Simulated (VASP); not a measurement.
The system is HfC.

```xyz
4
Lattice="3.8473 0.0000 0.0000 -1.9237 3.3319 0.0000 0.0000 0.0000 4.6582" Properties=species:S:1:pos:R:3 pbc="T T T"
Hf    0.0000    2.2212    2.0745
Hf    1.9237    1.1106    4.4036
C     0.0000    2.2212    4.3305
C     1.9237    1.1106    2.0014
```

```yaml
Program: VASP 6.6.1
Task: relaxation of cell and atoms
Functional: PBE
Potentials_or_basis: VASP PAW PBE potentials, release 64 (Hf_pv, C)
Cutoff: 600 eV
k_mesh: 12 × 12 × 10
Occupations: gaussian, width 0.1 eV
Spin: no spin polarisation
```

At the start: pressure -0.7 GPa; volume 14.93 Å³/atom.

Question: How do energy, volume and symmetry change on relaxing?

Answer: Over 10 steps the energy falls by 2.3 meV/atom and the volume is 14.86 Å³/atom (-0.5 %); space group P6_3mc (No. 186, to 0.1 Å) before, P6_3/mmc (No. 194, to 0.1 Å).

The path:
| step | energy change (eV) | largest force (eV/Å) | pressure (GPa) | volume (Å³) |
| --- | --- | --- | --- | --- |
| 1 | 0.0000 | 0.1483 | -0.68 | 59.71 |
| 2 | -0.0034 | 0.1169 | 0.99 | 59.16 |
| 3 | -0.0034 | 0.1166 | 0.99 | 59.16 |
| 4 | -0.0061 | 0.0777 | 0.69 | 59.24 |
| 5 | -0.0092 | 0.0086 | -0.11 | 59.48 |
| 6 | -0.0092 | 0.0060 | -0.16 | 59.50 |
| 7 | -0.0092 | 0.0050 | -0.18 | 59.50 |
| 8 | -0.0093 | 0.0035 | 0.08 | 59.42 |
| 9 | -0.0093 | 0.0038 | 0.05 | 59.43 |
| 10 | -0.0093 | 0.0028 | 0.04 | 59.43 |

Final structure:
```yaml
crystal:
  lattice:
    - [3.84890, 0.00000, 0.00000]
    - [-1.92445, 3.33325, 0.00000]
    - [0.00000, 0.00000, 4.63252]
  atoms:
    - { symbol: Hf, position: [0.33333, 0.66667, 0.43803] }
    - { symbol: Hf, position: [0.66667, 0.33333, 0.93803] }
    - { symbol: C, position: [0.33333, 0.66667, 0.93697] }
    - { symbol: C, position: [0.66667, 0.33333, 0.43697] }
```
